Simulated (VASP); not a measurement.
# Sc: single point with PBEsol

Crystal: Sc.

```xyz
1
Lattice="0.0000 2.2024 2.2024 2.2024 0.0000 2.2024 2.2024 2.2024 0.0000" Properties=species:S:1:pos:R:3 pbc="T T T"
Sc    0.0000    0.0000    0.0000
```

This cell differs from its parent crystal: strain -0.030 along x and y, -0.030 along z.

| Quantity | Value |
| --- | --- |
| Program | VASP 6.6.1 |
| Task | single point |
| Functional | PBEsol |
| Potentials or basis | VASP PAW PBE potentials, release 64 (Sc_sv) |
| Cutoff | 520 eV |
| k mesh | 18 × 18 × 18 |
| Occupations | gaussian, width 0.15 eV |
| Spin | no spin polarisation |

| Quantity | Value |
| --- | --- |
| Pressure | 6.3 GPa |
| Band gap on the k mesh | zero (an odd number of electrons rules out a gap without spin polarisation) |

Levels at points of the mesh, in eV from the Fermi level:
```
           k point  band 3  band 4  band 5  band 6  band 7  band 8
(0.00, 0.00, 0.00)  -27.25  -27.25   -5.44    1.77    1.77    1.77
(0.50, 0.00, 0.00)  -27.33  -27.33   -1.95    0.56    1.62    1.62
(0.50, 0.50, 0.00)  -27.47  -27.47   -1.85   -0.86    2.49    4.53
```

It took 67 s on 1 thread of Intel Xeon 8259CL (shared host), peak memory 0.17 GiB.

Caveat: the cell differs from its parent crystal (strain -0.030 along x and y, -0.030 along z); the cell stands under pressure; the PAW data sets were made with another functional, which shifts forces and pressure a little.
